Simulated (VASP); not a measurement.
Rb: single point with PBE

Rb:

```
Rb
1.0
     4.87333    0.00000    0.00000
    -2.43667    4.22043    0.00000
     0.00000    0.00000    4.61242
Rb
1
Direct
  0.00000 0.00000 0.00000
```

| Item | Value |
| --- | --- |
| Program | VASP 6.6.1 |
| Task | single point |
| Functional | PBE |
| Potentials or basis | VASP PAW PBE potentials, release 64 (Rb_sv) |
| Cutoff | 520 eV |
| k mesh | 15 × 15 × 12 |
| Occupations | gaussian, width 0.1 eV |
| Spin | no spin polarisation |
| Dipole correction | no |
| Further INCAR settings | ALGO = Fast; EDIFF = 1e-06; NBANDS = 10 |

```yaml
Pressure: 0.0 GPa
```

Levels at points of the mesh, in eV from the Fermi level:
| k point | band 3 | band 4 | band 5 | band 6 | band 7 | band 8 |
| --- | --- | --- | --- | --- | --- | --- |
| (0.00, 0.00, 0.00) | -13.05 | -13.05 | -1.93 | 2.39 | 3.55 | 3.55 |
| (0.00, 0.00, 0.50) | -13.04 | -13.04 | -0.24 | 0.28 | 4.05 | 4.05 |

Wall time 72 s on 1 thread of Intel(R) Xeon(R) Platinum 8488C (Sapphire Rapids) (shared host), peak memory 0.32 GiB.
